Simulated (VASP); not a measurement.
# Al2Ru (I4mm) in VASP: a series of runs

The runs below take Al2Ru through single point, with PBEsol.

Program: VASP 6.6.1. These are calculated values, not measurements. Logs are shortened: lines on timing, memory, paths and dates and some standing lists are left out, and cuts for length are marked.

## 1. The cell of the first run

Symmetry: I4mm, No. 107, tetragonal system. Conventional cell: a = 3.121 Å, b = 3.121 Å, c = 8.423 Å, α = 90.00°, β = 90.00°, γ = 90.00°. Al (site symmetry 4mm) has 9 Al at 2.68 to 3.12 Å and 5 Ru at 2.68 to 2.69 Å within 3.5 Å. Al (site symmetry 4mm) has 5 Ru at 2.49 to 3.06 Å and 9 Al at 2.68 to 3.12 Å within 3.3 Å. Within 3.3 Å of Ru (site symmetry 4mm) lie 10 Al at 2.49 to 3.06 Å and 4 Ru at 3.12 Å.

## 2. Single point, PBEsol (atoms displaced along a vibrational mode)

File INCAR:

```
SYSTEM = Al2Ru
  ALGO = Fast
  EDIFF = 1E-6
  ENCUT = 520
  GGA = PS
  ISIF = 2
  ISMEAR = 0
  LASPH = .True.
  LCHARG = .False.
  LREAL = .False.
  LWAVE = .False.
  NBANDS = 17
  NELM = 60
  PREC = Accurate
  SIGMA = 0.15
```

File KPOINTS:

```
k-points
0
Gamma
  22 22 22
  0 0 0
```

File POSCAR:

```
Al2Ru
1.0
   -1.5606788820      1.5606788820      4.2115520738
    1.5606788820     -1.5606788820      4.2115520738
    1.5606788820      1.5606788820     -4.2115520738
Al Ru
2 1
Direct
    0.6733226118      0.6733226118      0.0000000000
    0.3551704468      0.3551704468      0.0000000000
   -0.0076064763     -0.0076064763      0.0000000000
```

Potentials or basis: VASP PAW PBE potentials, release 64 (Al, Ru_pv).

Command:

```sh
> cat potpaw_PBE.64/Al/POTCAR potpaw_PBE.64/Ru_pv/POTCAR > POTCAR
> mpirun -np 1 vasp_std > vasp.out
```

OUTCAR:

```text
SYSTEM = Al2Ru
   EDIFF = 1E-6
   ENCUT = 520
   GGA = PS
   ISIF = 2
   ISMEAR = 0
   LASPH = .True.
   LREAL = .False.
   NELM = 60
   PREC = Accurate

 ion  position               nearest neighbor table
   1  0.673  0.673  0.000-   2 2.68   3 2.68   3 2.68   3 2.68   3 2.68   2 2.69   2 2.69   2 2.69
                             2 2.69   3 2.69
   2  0.355  0.355  0.000-   3 2.49   3 2.49   3 2.49   3 2.49   1 2.68   1 2.69   1 2.69   1 2.69
                             1 2.69   3 3.06
   3  0.992  0.992  0.000-   2 2.49   2 2.49   2 2.49   2 2.49   1 2.68   1 2.68   1 2.68   1 2.68
                             1 2.69   2 3.06

  LATTYP: Found a body centered tetragonal cell.
 ALAT       =     3.1213577640
 C/A-ratio  =     2.6985385158

  Lattice vectors:

 A1 = (  -1.5606788820,   1.5606788820,   4.2115520738)
 A2 = (   1.5606788820,  -1.5606788820,   4.2115520738)
 A3 = (   1.5606788820,   1.5606788820,  -4.2115520738)

Analysis of symmetry for initial positions (statically):
=====================================================================
 Subroutine PRICEL returns:
 Original cell was already a primitive cell.

 Routine SETGRP: Setting up the symmetry group for a
 body centered tetragonal supercell.

 Subroutine GETGRP returns: Found  8 space group operations
 (whereof  8 operations were pure point group operations)
 out of a pool of 16 trial point group operations.

The static configuration has the point symmetry C_4v.

Analysis of symmetry for dynamics (positions and initial velocities):
=====================================================================
 Subroutine PRICEL returns:
 Original cell was already a primitive cell.

 Routine SETGRP: Setting up the symmetry group for a
 body centered tetragonal supercell.

 Subroutine GETGRP returns: Found  8 space group operations
 (whereof  8 operations were pure point group operations)
 out of a pool of 16 trial point group operations.

The dynamic configuration has the point symmetry C_4v.

 Subroutine INISYM returns: Found  8 space group operations
 (whereof  8 operations are pure point group operations),
 and found     1 'primitive' translations

----------------------------------------------------------------------------------------

                                     Primitive cell

  volume of cell :      41.0326

  direct lattice vectors                    reciprocal lattice vectors
    -1.560678882  1.560678882  4.211552074     0.000000000  0.320373400  0.118721077
[... 91 lines left out ...]
   NSW    =      0    number of steps for IOM
   IBRION =     -1    ionic relax: 0-MD 1-quasi-New 2-CG
   NFREE  =      0    steps in history (QN), initial steepest desc. (CG)
   ISIF   =      2    stress and relaxation
   ISYM   =      2    0-nonsym 1-usesym 2-fastsym
   POTIM  = 0.5000    time-step for ionic-motion
   TEBEG  =    0.0;   TEEND  =   0.0 temperature during run
   PSTRESS=    0.0 pullay stress
   NELECT =      20.0000    total number of electrons
   NUPDOWN=      -1.0000    fix difference up-down
   EMIN   =  10.00;   EMAX   =-10.00  energy-range for DOS
   EFERMI =   0.00;   METHOD = LEGACY
   ISMEAR =     0;   SIGMA  =   0.15  broadening in eV -4-tet -1-fermi 0-gaus
   EFERMI_NEDOS =   21; number of points for ismear=-14 and -15
   IALGO  =     68    algorithm
   IMIX   =      4    mixing-type and parameters
     AMIX     =   0.40;   BMIX     =  1.00
     AMIX_MAG =   1.60;   BMIX_MAG =  1.00
  volume/ion in A,a.u.               =      13.68        92.30
  Fermi-wavevector in a.u.,A,eV,Ry     =   1.288373  2.434673 22.584391  1.659906
  Thomas-Fermi vector in A             =   2.420331
   LORBIT       =      0    0 simple, 1 ext, 2 COOP (PROOUT), +10 PAW based schemes
   GGA     = PS    functional components
   LHFCALC =     F    Hartree Fock is set to
   AEXX    =    0.0000 exact exchange contribution
   IVDW    =     0    specifies the selected vdW correction
   LEPSILON=     F    determine dielectric tensor
   LRPA    =     F    only Hartree local field effects (RPA)
 non-spin polarized calculation
 RMM-DIIS sequential band-by-band and
 Gauss-broadening in eV      SIGMA  =   0.15
  energy-cutoff  :      520.00
  volume of cell :       41.03
 maximum number of plane-waves:      1120
   NGX = 17   NGY = 17   NGZ = 17

 number of electron      19.9999999 magnetization

 Free energy of the ion-electron system (eV)
  ---------------------------------------------------
  ext. energy  EPLUGINS =         0.00000000
  ---------------------------------------------------
  free energy    TOTEN  =       -20.18924230 eV

  energy without entropy =      -20.18568126  energy(sigma->0) =      -20.18746178

 E-fermi :  10.5330     XC(G=0): -12.0227

 val. band max:       10.5101622152   @ k =  -0.2273   0.2273   0.0455
 cond. band min:      10.5454151836   @ k =   0.5000   0.5000   0.1364
 fundamental gap:      0.0352529684
 Fermi energy:        10.5329802837

 k-point     1 :       0.0000    0.0000    0.0000
  band No.  band energies     occupation
      1     -32.0387      2.00000
      2     -32.0387      2.00000
      3     -31.9419      2.00000
      4      -0.3810      2.00000
      5       5.0895      2.00000
      6       6.6460      2.00000
[... 457 lines left out ...]
      4       3.0137      2.00000
      5       4.3458      2.00000
      6       6.0100      2.00000
[... 9 lines left out ...]
     16      19.8890      0.00000
     17      20.5918      0.00000

 [... further k-points ...]

------------------------ aborting loop because EDIFF is reached ----------------------------------------

  FORCE on cell =-STRESS in cart. coord.  units (eV):
  Direction    XX          YY          ZZ          XY          YZ          ZX
  --------------------------------------------------------------------------------------
  -------------------------------------------------------------------------------------
  Total        0.5276709      0.5276709      0.5863098      0.0000000      0.0000000      0.0000000
  in kB       20.6036654     20.6036654     22.8933031      0.0000000      0.0000000      0.0000000
  external PRESSURE =      21.3668780 kB  Pullay stress =       0.0000000 kB

 VOLUME and BASIS-vectors are now :
 -----------------------------------------------------------------------------
  energy-cutoff  :      520.00
  volume of cell :       41.03
      direct lattice vectors                 reciprocal lattice vectors
    -1.560678882  1.560678882  4.211552074     0.000000000  0.320373400  0.118721077
     1.560678882 -1.560678882  4.211552074     0.320373400  0.000000000  0.118721077
     1.560678882  1.560678882 -4.211552074     0.320373400  0.320373400  0.000000000

 POSITION                                       TOTAL-FORCE (eV/Angst)
 -----------------------------------------------------------------------------------
      0.00000      0.00000      5.67147        -0.000000     -0.000000     -0.750567
      0.00000      0.00000      2.99164         0.000000      0.000000     -0.796068
      0.00000      0.00000      8.35903        -0.000000     -0.000000      1.546635
 -----------------------------------------------------------------------------------
    total drift:                                0.000000      0.000000      0.000124

  FREE ENERGIE OF THE ION-ELECTRON SYSTEM (eV)
  ---------------------------------------------------
  free  energy   TOTEN  =       -20.1892422991 eV

  energy  without entropy=      -20.1856812557  energy(sigma->0) =      -20.18746178
```

OSZICAR:

```text
N       E                     dE             d eps       ncg     rms          rms(c)
DAV:   1     0.114359807953E+03    0.11436E+03   -0.10575E+04 28804   0.109E+03
DAV:   2    -0.188547960839E+02   -0.13321E+03   -0.12915E+03 32422   0.283E+02
DAV:   3    -0.211715525078E+02   -0.23168E+01   -0.23046E+01 35157   0.378E+01
DAV:   4    -0.211913431213E+02   -0.19791E-01   -0.19783E-01 33930   0.359E+00
DAV:   5    -0.211918009440E+02   -0.45782E-03   -0.45780E-03 36776   0.500E-01    0.140E+01
RMM:   6    -0.205600449150E+02    0.63176E+00   -0.40693E+00 28615   0.148E+01    0.361E+00
RMM:   7    -0.202510011217E+02    0.30904E+00   -0.60025E-01 28639   0.583E+00    0.287E+00
RMM:   8    -0.201936898838E+02    0.57311E-01   -0.88847E-02 31437   0.237E+00    0.583E-01
RMM:   9    -0.201893763714E+02    0.43135E-02   -0.80929E-03 32620   0.626E-01    0.206E-01
RMM:  10    -0.201892244122E+02    0.15196E-03   -0.10381E-03 36489   0.257E-01    0.841E-02
RMM:  11    -0.201892380119E+02   -0.13600E-04   -0.29872E-04 37318   0.119E-01    0.664E-02
RMM:  12    -0.201892458563E+02   -0.78444E-05   -0.66491E-05 37304   0.689E-02    0.354E-02
RMM:  13    -0.201892410850E+02    0.47713E-05   -0.29697E-05 36796   0.433E-02    0.160E-02
RMM:  14    -0.201892422581E+02   -0.11731E-05   -0.12243E-05 37396   0.190E-02    0.196E-02
RMM:  15    -0.201892422991E+02   -0.41073E-07   -0.56988E-07 23690   0.522E-03
   1 F= -.20189242E+02 E0= -.20187462E+02  d E =-.356104E-02
```

stdout:

```text
POSCAR found type information on POSCAR AlRu
 POSCAR found :  2 types and       3 ions
 scaLAPACK will be used
 -----------------------------------------------------------------------------
|                                                                             |
|                                                                             |
|     You enforced a specific xc type in the INCAR file but a different       |
|     I HOPE YOU KNOW WHAT YOU ARE DOING!                                     |
|                                                                             |
 -----------------------------------------------------------------------------

 LDA part: xc-table for (Slater+PW92), standard interpolation
 POSCAR, INCAR and KPOINTS ok, starting setup
 FFT: planning ... GRIDC
 FFT: planning ... GRID_SOFT
 FFT: planning ... GRID
 WAVECAR not read
 entering main loop
```

It took 8.8 min on 1 thread of Intel Xeon 6975P-C (Granite Rapids), shared host; peak memory 0.66 GiB.

What came out:

```
Free energy            : -20.1892 eV
Pressure               : 2.1 GPa
Largest force          : 1.547 eV/Å
Band gap on the k mesh : zero (bands 10 and 11 overlap by 0.21 eV)
```

Forces in eV/Å, atoms in the order of the input:
```
Al   0.000  0.000 -0.751
Al   0.000  0.000 -0.796
Ru   0.000  0.000  1.547
```

Caveat: the cell differs from its parent crystal (atoms displaced along a vibrational mode); the PAW data sets were made with another functional, which shifts forces and pressure a little.

## 3. Single point, PBEsol (atoms displaced along a vibrational mode)

File INCAR:

```
PREC = Accurate
ENCUT = 520
EDIFF = 1E-7
ISMEAR = 0
SIGMA = 0.15
LREAL = F
LASPH = T
NELM = 80
ALGO = Fast
ISIF = 2
LWAVE = F
LCHARG = F
GGA = PS
NBANDS = 17
```

File KPOINTS:

```
regular mesh
0
Gamma
  22 22 22
```

File POSCAR:

```
Al2Ru
1.0
   -1.5606788820      1.5606788820      4.2115520738
    1.5606788820     -1.5606788820      4.2115520738
    1.5606788820      1.5606788820     -4.2115520738
Al Ru
2 1
Direct
    0.6483911855      0.6483911855      0.0000000000
    0.3302390205      0.3302390205      0.0000000000
    0.0057048572      0.0057048572      0.0000000000
```

Potentials or basis: VASP PAW PBE potentials, release 64 (Al, Ru_pv).

Command:

```sh
> cat potpaw_PBE.64/Al/POTCAR potpaw_PBE.64/Ru_pv/POTCAR > POTCAR
> mpirun -np 1 vasp_std > vasp.out
```

Run time: 8.5 min. Hardware: 1 thread of Intel Xeon 6975P-C (Granite Rapids), shared host; peak memory 0.66 GiB.

It converged, with:

```
Free energy            : -20.2513 eV
Pressure               : 1.2 GPa
Largest force          : 1.151 eV/Å
Band gap on the k mesh : zero (bands 10 and 11 overlap by 0.20 eV)
```

Forces on the atoms (eV/Å):
```
Al   0.000  0.000  0.589
Al   0.000  0.000  0.561
Ru   0.000  0.000 -1.151
```

Stress tensor (GPa, compression positive):
```
1.20 0.00 0.00
0.00 1.20 0.00
0.00 0.00 1.30
```

Levels at points of the mesh, in eV from the Fermi level:
```tsv
k point	band 6	band 7	band 8	band 9	band 10	band 11	band 12	band 13	band 14	band 15
(0.00, 0.00, 0.00)	-3.86	-1.99	-1.99	-1.95	-0.99	2.44	4.70	6.06	6.06	6.34
(0.50, 0.00, 0.00)	-4.63	-2.98	-2.65	-2.59	-1.42	0.58	3.08	5.17	7.03	8.49
(0.50, 0.50, 0.00)	-3.67	-3.19	-3.10	-1.23	-0.33	0.27	1.84	2.07	4.79	5.01
(0.50, 0.50, 0.50)	-4.02	-2.63	-1.55	-1.55	-0.96	3.18	3.18	6.33	6.46	8.75
```

Caveat: the cell differs from its parent crystal (atoms displaced along a vibrational mode); the PAW data sets were made with another functional, which shifts forces and pressure a little.

The gap in the log of VASP goes by the Fermi energy; the results here count the filled bands.